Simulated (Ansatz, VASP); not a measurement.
**Two plane-wave programs on NaI**

```
Na I
1.0
     0.00000    3.52016    3.54319
     3.52016    0.00000    3.54319
     3.52016    3.52016    0.00000
Na I
1 1
Direct
  0.00000 0.00000 0.00000
  0.25000 0.25000 0.25000
```

Change from the starting cell: biaxial_xy strain -0.7%.

Alike in both runs: task single point; functional r2SCAN; k mesh 6 × 6 × 6; no spin polarisation.

|  | VASP | Ansatz |
| --- | --- | --- |
| version | VASP 6.6.1 | Ansatz 0.2.0 |
| potentials or method | VASP PAW PBE potentials, release 64 (Na_pv, I) | plane waves, PAW |
| plane-wave cutoff (eV) | 520 | 500 |
| occupations | gaussian, width 0.01 eV | fixed |
| valence electrons in the cell | 14 | 26 |

VASP gave:

- gap on the k mesh at the Fermi level (eV): 4.44
- pressure (GPa): 0.1

Task: Which values does Ansatz return?

Result: gap on the k mesh at the Fermi level (eV): 4.44; pressure (GPa): 0.2.

VASP's potentials were made for PBE, not for r2SCAN. VASP's potentials hold 14 valence electrons a cell and Ansatz's 26, so a difference there can come from the potentials and not from the codes.

Spin-orbit coupling is off throughout.
